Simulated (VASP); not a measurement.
GaFe3, 4 atoms in the cell. It takes space group Fm-3m (No. 225, cubic). Conventional cell: a = 5.625 Å, b = 5.625 Å, c = 5.625 Å, α = 90.00°, β = 90.00°, γ = 90.00°. Ga (site symmetry m-3m) has 14 Fe at 2.44 to 2.81 Å within 3.2 Å. Within 3.2 Å of Fe (site symmetry m-3m) lie 8 Fe at 2.44 Å and 6 Ga at 2.81 Å. Fe (site symmetry -43m) has 4 Ga at 2.44 Å and 10 Fe at 2.44 to 2.81 Å within 3.2 Å. 

- Program: VASP 6.6.1
- Task: single point
- Functional: PBEsol
- Potentials or basis: VASP PAW PBE potentials, release 64 (Ga_d, Fe)
- Cutoff: 520 eV
- k mesh: 8 × 8 × 8
- Occupations: fermi-dirac, width 0.03 eV
- Spin: no spin polarisation
- Dipole correction: no
- Further INCAR settings: ALGO = Normal; EDIFF = 1e-07; NBANDS = 26

Potentials or basis: VASP PAW PBE potentials, release 64 (Ga_d, Fe).

Command:

```bash
$ cat potpaw_PBE.64/Ga_d/POTCAR potpaw_PBE.64/Fe/POTCAR > POTCAR
$ mpirun -np 1 vasp_std > vasp.out
```

Hardware: 1 thread of Intel(R) Xeon(R) Platinum 8259CL CPU @ 2.50GHz (Skylake/Cascade Lake), on a shared host.

Question: How long does it take, and how much memory?

Answer: It took 44 s on 1 thread of Intel(R) Xeon(R) Platinum 8259CL CPU @ 2.50GHz (Skylake/Cascade Lake), with other jobs on the host, peak memory 0.18 GiB. Counts: scf iterations 16, k points 29.
